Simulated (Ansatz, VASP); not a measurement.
## NaH: VASP beside Ansatz

The input POSCAR:

```
NaH
1.0
    3.9533072841      0.0000000000      0.0000000000
   -1.9766536420      3.4236645370      0.0000000000
    0.0000000000      0.0000000000      4.8283237770
Na H
2 2
Direct
    0.3333333333      0.6666666667      0.2500000000
    0.6666666667      0.3333333333      0.7500000000
    0.6666666667      0.3333333333      0.2500000000
    0.3333333333      0.6666666667      0.7500000000
```

The input INCAR.step1:

```
SYSTEM = NaH
PREC = Accurate
ENCUT = 520
ISMEAR = 0
SIGMA = 0.01
LREAL = .False.
LASPH = .True.
NELM = 100
NBANDS = 16
GGA = PE
ALGO = Normal
EDIFF = 1E-4
LWAVE = .True.
LCHARG = .False.
```

The input INCAR.step2:

```
SYSTEM = NaH
PREC = Accurate
ENCUT = 520
EDIFF = 1E-7
ISMEAR = 0
SIGMA = 0.01
LREAL = .False.
LASPH = .True.
NELM = 100
ALGO = Normal
ISIF = 2
LWAVE = .False.
LCHARG = .False.
METAGGA = R2SCAN
LMIXTAU = .True.
NBANDS = 16
ISTART = 1
```

KPOINTS

```
regular mesh
0
Gamma
  12 12 6
  0 0 0
```

Input for Ansatz:

```yaml
crystal:
  lattice:
    - [3.9533072841, 0.0, 0.0]
    - [-1.976653642, 3.423664537, 0.0]
    - [0.0, 0.0, 4.828323777]
  atoms:
    - { symbol: Na, position: [0.3333333333, 0.6666666667, 0.25] }
    - { symbol: Na, position: [0.6666666667, 0.3333333333, 0.75] }
    - { symbol: H, position: [0.6666666667, 0.3333333333, 0.25] }
    - { symbol: H, position: [0.3333333333, 0.6666666667, 0.75] }
kpoints:
  mp_grid: { grid: [12, 12, 6] }
  band_path:
    path:
      - [0.0, 0.0, 0.0]
      - [0.5, 0.0, 0.0]
      - [0.3333333333, 0.3333333333, 0.0]
      - [0.0, 0.0, 0.5]
      - [0.5, 0.0, 0.5]
      - [0.3333333333, 0.3333333333, 0.5]
      - [0.1, 0.1, 0.0]
      - [0.3, 0.3, 0.0]
    npoints: 1
hamiltonian:
  xc: r2scan
scf:
  occupations: { method: fixed }
  n_extra_bands: 5
output:
  forces: true
  stress: true
  eigenvalues: true
```

Alike in both runs: task single point; functional r2SCAN; k mesh 12 × 12 × 6; no spin polarisation.

|  | VASP | Ansatz |
| --- | --- | --- |
| version | VASP 6.6.1 | Ansatz 0.2.0 |
| potentials or method | VASP PAW PBE potentials, release 64 (Na_pv, H) | plane waves, PAW |
| plane-wave cutoff (eV) | 520 | 500 |
| occupations | gaussian, width 0.01 eV | fixed |
| valence electrons in the cell | 16 | 20 |

|  | VASP | Ansatz | Ansatz less VASP |
| --- | --- | --- | --- |
| gap on the k mesh at the Fermi level (eV) | 3.68 | 3.67 | -0.010 |
| pressure (GPa) | -0.2 | 0.0 | +0.18 |
| traceless stress, the component that is largest in VASP (GPa) | -0.11 | -0.03 | +0.081 |

VASP's potentials were made for PBE, not for r2SCAN. VASP's potentials hold 16 valence electrons a cell and Ansatz's 20, so a difference there can come from the potentials and not from the codes.
